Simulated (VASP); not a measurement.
A run of VASP 6.6.1 is set up as follows.

INCAR

```
PREC     = Accurate       # precision mode
ENCUT    = 520            # plane-wave cutoff, eV
EDIFF    = 1E-6           # SCF threshold, eV
ISMEAR   = 0              # smearing method
SIGMA    = 0.05           # smearing width, eV
LREAL    = False          # projectors in reciprocal space
LASPH    = True           # aspherical terms in the spheres
NELM     = 100            # most SCF steps
ALGO     = Normal         # electronic algorithm
ISIF     = 2              # what is computed and relaxed
LWAVE    = False          # write WAVECAR
LCHARG   = True           # write CHGCAR
GGA      = PE             # functional
LELF     = True           # ELF
LVHAR    = True         
NBANDS   = 17             # bands
```

KPOINTS

```
Automatic mesh
0
Gamma
  10 10 8
```

File POSCAR:

```
TePb
1.0
    4.3454339072      0.0000000000      0.0000000000
   -2.1727169536      3.7632561541      0.0000000000
    0.0000000000      0.0000000000      4.1627531963
Pb Te
1 1
Direct
    0.0000000000      0.0000000000      0.0000000000
    0.6666666667      0.3333333333      0.5000000000
```

Potentials or basis: VASP PAW PBE potentials, release 64 (Pb_d, Te).

Command:

```bash
$ cat potpaw_PBE.64/Pb_d/POTCAR potpaw_PBE.64/Te/POTCAR > POTCAR
$ mpirun -np 1 vasp_std > vasp.out
```

(1) Predict the band gap on the k mesh.

(2) Estimate the pressure.

Answers

(1) zero (band 10 reaches 5.84 eV, above the bottom of band 11 at 5.06 eV).

(2) 2.0 GPa.

Caveat: spin-orbit coupling is left out, which moves the levels of the heavy elements.
